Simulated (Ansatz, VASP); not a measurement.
## Two plane-wave programs on PbO2

File INCAR:

```
SYSTEM = PbO2
ALGO     = Normal         ! electronic algorithm
EDIFF    = 1E-6           ! SCF threshold, eV
EDIFFG   = -0.01          ! ionic threshold
ENCUT    = 600            ! plane-wave cutoff, eV
GGA      = PS             ! functional
IBRION   = 2              ! ionic algorithm
ISIF     = 3              ! what is computed and relaxed
ISMEAR   = -1             ! smearing method
LASPH    = .TRUE.         ! aspherical terms in the spheres
LCHARG   = .FALSE.        ! write CHGCAR
LREAL    = .FALSE.        ! projectors in reciprocal space
LWAVE    = .FALSE.        ! write WAVECAR
NELM     = 60             ! most SCF steps
NSW      = 60             ! ionic steps
PREC     = Accurate       ! precision mode
SIGMA    = 0.05           ! smearing width, eV
```

KPOINTS

```
k-points
0
G
  9 9 9
  0 0 0
```

File POSCAR:

```
PbO2
1.0
    0.0000000000      2.7019920000      2.7019920000
    2.7019920000      0.0000000000      2.7019920000
    2.7019920000      2.7019920000      0.0000000000
Pb O
1 2
Direct
    0.0000000000      0.0000000000      0.0000000000
    0.7500000000      0.7500000000      0.7500000000
    0.2500000000      0.2500000000      0.2500000000
```

Contents of input.yaml:

```yaml
crystal:
  lattice:
    - [0.0, 2.701992, 2.701992]
    - [2.701992, 0.0, 2.701992]
    - [2.701992, 2.701992, 0.0]
  atoms:
    - { symbol: Pb, position: [0.0, 0.0, 0.0] }
    - { symbol: O, position: [0.75, 0.75, 0.75] }
    - { symbol: O, position: [0.25, 0.25, 0.25] }
hamiltonian:
  xc: pbesol
  pseudopotentials: { kind: paw }
kpoints:
  mp_grid: { grid: [9, 9, 9] }
scf:
  occupations: { method: fermi_dirac, width: 0.05 }
output:
  forces: true
  stress: true
  eigenvalues: true
  write_density: true
  write_potential: true
  elf: true
  volumetric_format: npy
relax:
  f_tol: 0.01
  max_steps: 40
  cell: { stress_tol: 0.05 }
```

Alike in both runs: task relaxation of cell and atoms; functional PBEsol; k mesh 9 × 9 × 9; occupations fermi-dirac, width 0.05 eV; no spin polarisation.

```csv
,VASP,Ansatz
version,VASP 6.6.1,Ansatz 0.2.0
potentials or method,"VASP PAW PBE potentials, release 64 (Pb_d, O)",Ansatz PAW
plane-wave cutoff (eV),600,420
valence electrons in the cell,26,26
```

Ansatz gave:

```
gap on the k mesh at the Fermi level, each at its own relaxed structure (eV) : none
relaxed volume (Å³/atom)                                                     : 12.63
relaxed cell length with the largest relative difference (Å)                 : 3.770
```

Q: Which values does VASP return?

A: gap on the k mesh at the Fermi level, each at its own relaxed structure (eV): none; relaxed volume (Å³/atom): 12.64; relaxed cell length with the largest relative difference (Å): 3.771.

VASP's potentials were made for PBE, not for PBEsol. A gap of «none» marks a metal or a gap that the smearing closes.

Neither program's run includes spin-orbit coupling. Noted on Ansatz's run: the plane-wave basis is chosen anew once the cell has moved, so the energies of steps on either side of that aren't comparable.
